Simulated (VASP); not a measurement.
The system is HfC.

```xyz
2
Lattice="0.0000 2.2864 2.2864 2.2864 0.0000 2.2864 2.2864 2.2864 0.0000" Properties=species:S:1:pos:R:3 pbc="T T T"
Hf    2.2864    2.2864    2.2864
C     0.0000    0.0000    0.0000
```

This cell differs from its parent crystal: strained.

Base run:

* Program: VASP 6.6.1
* Functional: PBE
* Potentials or basis: VASP PAW PBE potentials, release 64 (Hf_pv, C)
* Cutoff: 520 eV
* k mesh: 16 × 16 × 16
* Occupations: gaussian, width 0.1 eV
* Spin: no spin polarisation

Its results: band gap on the k mesh zero (band 7 reaches 7.37 eV, above the bottom of band 8 at 5.92 eV); pressure 12.8 GPa.

Q: The run is repeated on the same cell with these changes: functional from PBE to revPBE; further incar settings from ALGO = Normal; EDIFF = 1e-06; NBANDS = 14 to ALGO = Normal; EDIFF = 1e-07; NBANDS = 14. What comes out?

A: Band gap on the k mesh zero (band 7 reaches 7.45 eV, above the bottom of band 8 at 6.00 eV); pressure 15.9 GPa.

Caveats: spin-orbit coupling is left out, which moves the levels of the heavy elements; the PAW data sets were made with another functional, which shifts forces and pressure a little (some runs).
